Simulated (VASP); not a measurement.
# MgO (Periclase) (Fm-3m) in VASP: further runs, part 2 of 2

VASP 6.6.1. Earlier steps stand in the parts before.

## (3) Single point, revPBE

This run uses another cell than the first one, of 10.50 Å³/atom, 1.037 times its volume.

INCAR reads:

```
SYSTEM = MgO
PREC     = Accurate       ! precision mode
ENCUT    = 600            ! plane-wave cutoff, eV
EDIFF    = 1E-6           ! SCF threshold, eV
ISMEAR   = 0              ! smearing method
SIGMA    = 0.01           ! smearing width, eV
LREAL    = .FALSE.        ! projectors in reciprocal space
LASPH    = .TRUE.         ! aspherical terms in the spheres
NELM     = 120            ! most SCF steps
ALGO     = Normal         ! electronic algorithm
ISIF     = 2              ! what is computed and relaxed
LWAVE    = .FALSE.        ! write WAVECAR
LCHARG   = .TRUE.         ! write CHGCAR
GGA      = RE             ! functional
LELF     = .TRUE.         ! ELF
LVHAR    = .TRUE.       
NBANDS   = 11             ! bands
GGA_COMPAT= .FALSE.
```

KPOINTS reads:

```
regular mesh
0
G
  8 8 8
  0 0 0
```

POSCAR reads:

```
MgO
1.0
    0.0000000000      2.1896747628      2.1896747628
    2.1896747628      0.0000000000      2.1896747628
    2.1896747628      2.1896747628      0.0000000000
Mg O
1 1
Direct
    0.0000000000      0.0000000000      0.0000000000
    0.5000000000      0.5000000000      0.5000000000
```

Potentials or basis: VASP PAW PBE potentials, release 64 (Mg, O).

Started as:

```
cat potpaw_PBE.64/Mg/POTCAR potpaw_PBE.64/O/POTCAR > POTCAR
mpirun -np 1 vasp_std > vasp.out
```

OUTCAR:

```text
SYSTEM = MgO
   PREC = Accurate
   ENCUT = 600
   EDIFF = 1E-6
   ISMEAR = 0
   LREAL = .FALSE.
   LASPH = .TRUE.
   NELM = 120
   ISIF = 2
   GGA = RE

 ion  position               nearest neighbor table
   1  0.000  0.000  0.000-   2 2.19   2 2.19   2 2.19   2 2.19   2 2.19   2 2.19
   2  0.500  0.500  0.500-   1 2.19   1 2.19   1 2.19   1 2.19   1 2.19   1 2.19

  LATTYP: Found a face centered cubic cell.
 ALAT       =     4.3793495256

  Lattice vectors:

 A1 = (   0.0000000000,   2.1896747628,   2.1896747628)
 A2 = (   2.1896747628,   0.0000000000,   2.1896747628)
 A3 = (   2.1896747628,   2.1896747628,   0.0000000000)

Analysis of symmetry for initial positions (statically):
=====================================================================
 Subroutine PRICEL returns:
 Original cell was already a primitive cell.

 Routine SETGRP: Setting up the symmetry group for a
 face centered cubic supercell.

 Subroutine GETGRP returns: Found 48 space group operations
 (whereof 48 operations were pure point group operations)
 out of a pool of 48 trial point group operations.

The static configuration has the point symmetry O_h .

Analysis of symmetry for dynamics (positions and initial velocities):
=====================================================================
 Subroutine PRICEL returns:
 Original cell was already a primitive cell.

 Routine SETGRP: Setting up the symmetry group for a
 face centered cubic supercell.

 Subroutine GETGRP returns: Found 48 space group operations
 (whereof 48 operations were pure point group operations)
 out of a pool of 48 trial point group operations.

The dynamic configuration has the point symmetry O_h .

 Subroutine INISYM returns: Found 48 space group operations
 (whereof 48 operations are pure point group operations),
 and found     1 'primitive' translations

----------------------------------------------------------------------------------------

                                     Primitive cell

  volume of cell :      20.9976
[... 117 lines left out ...]
   IVDW    =     0    specifies the selected vdW correction
   LEPSILON=     F    determine dielectric tensor
   LRPA    =     F    only Hartree local field effects (RPA)
 non-spin polarized calculation
 Gauss-broadening in eV      SIGMA  =   0.01
  energy-cutoff  :      600.00
  volume of cell :       21.00
 maximum number of plane-waves:       725
 NGX is ok and might be reduce to    28
   NGX = 13   NGY = 13   NGZ = 13

 number of electron       8.0000000 magnetization

 Free energy of the ion-electron system (eV)
  ---------------------------------------------------
  ext. energy  EPLUGINS =         0.00000000
  ---------------------------------------------------
  free energy    TOTEN  =       -11.29179837 eV

  energy without entropy =      -11.29179837  energy(sigma->0) =      -11.29179837

 E-fermi :   2.5940     XC(G=0): -10.3588

 val. band max:        2.4885672182   @ k =   0.0000   0.0000   0.0000
 cond. band min:       6.2460858136   @ k =   0.0000   0.0000   0.0000
 fundamental gap:      3.7575185954
 Fermi energy:         2.5939602955

 k-point     1 :       0.0000    0.0000    0.0000
  band No.  band energies     occupation
      1     -14.2771      2.00000
      2       2.4886      2.00000
      3       2.4886      2.00000
      4       2.4886      2.00000
      5       6.2461      0.00000
      6      17.7215      0.00000
      7      17.7215      0.00000
      8      17.7215      0.00000
      9      21.2947      0.00000
     10      22.9915      0.00000
     11      22.9915      0.00000
[... 309 lines left out ...]
 k-point    24 :      -0.3750    0.2500    0.1250
  band No.  band energies     occupation
      1     -13.1583      2.00000
      2      -1.0511      2.00000
      3       0.8110      2.00000
      4       1.6525      2.00000
      5      11.4302      0.00000
      6      13.6357      0.00000
      7      14.9630      0.00000
      8      18.1311      0.00000
      9      21.7836      0.00000
     10      23.1758      0.00000
     11      26.9943      0.00000

 [... further k-points ...]

------------------------ aborting loop because EDIFF is reached ----------------------------------------

  FORCE on cell =-STRESS in cart. coord.  units (eV):
  Direction    XX          YY          ZZ          XY          YZ          ZX
  --------------------------------------------------------------------------------------
  -------------------------------------------------------------------------------------
  Total       -1.1527941     -1.1527941     -1.1527941      0.0000000     -0.0000000     -0.0000000
  in kB      -87.9616782    -87.9616782    -87.9616782      0.0000000     -0.0000000     -0.0000000
  external PRESSURE =     -87.9616782 kB  Pullay stress =       0.0000000 kB

 VOLUME and BASIS-vectors are now :
 -----------------------------------------------------------------------------
  energy-cutoff  :      600.00
  volume of cell :       21.00
      direct lattice vectors                 reciprocal lattice vectors
     0.000000000  2.189674763  2.189674763    -0.228344414  0.228344414  0.228344414
     2.189674763  0.000000000  2.189674763     0.228344414 -0.228344414  0.228344414
     2.189674763  2.189674763  0.000000000     0.228344414  0.228344414 -0.228344414

 POSITION                                       TOTAL-FORCE (eV/Angst)
 -----------------------------------------------------------------------------------
      0.00000      0.00000      0.00000         0.000000     -0.000000      0.000000
      2.18967      2.18967      2.18967        -0.000000      0.000000     -0.000000
 -----------------------------------------------------------------------------------
    total drift:                                0.000000      0.000000      0.000000

  FREE ENERGIE OF THE ION-ELECTRON SYSTEM (eV)
  ---------------------------------------------------
  free  energy   TOTEN  =       -11.2917983702 eV

  energy  without entropy=      -11.2917983702  energy(sigma->0) =      -11.29179837
```

stdout:

```text
POSCAR found type information on POSCAR MgO
 POSCAR found :  2 types and       2 ions
 scaLAPACK will be used
 -----------------------------------------------------------------------------
|                                                                             |
|                                                                             |
|     You enforced a specific xc type in the INCAR file but a different       |
|     I HOPE YOU KNOW WHAT YOU ARE DOING!                                     |
|                                                                             |
 -----------------------------------------------------------------------------

 LDA part: xc-table for (Slater+PW92), standard interpolation
 POSCAR, INCAR and KPOINTS ok, starting setup
 FFT: planning ... GRIDC
 FFT: planning ... GRID_SOFT
 FFT: planning ... GRID
 WAVECAR not read
 entering main loop
```

It took 7.4 s on 1 thread of AMD EPYC 9R45 (Zen 5), shared host; peak memory 0.13 GiB.

What came out:

| Property | Result |
| --- | --- |
| Free energy | -11.2918 eV |
| Pressure | -8.8 GPa |
| Band gap on the k mesh | 3.76 eV, direct |

Caveat: the PAW data sets were made with another functional, which shifts forces and pressure a little.
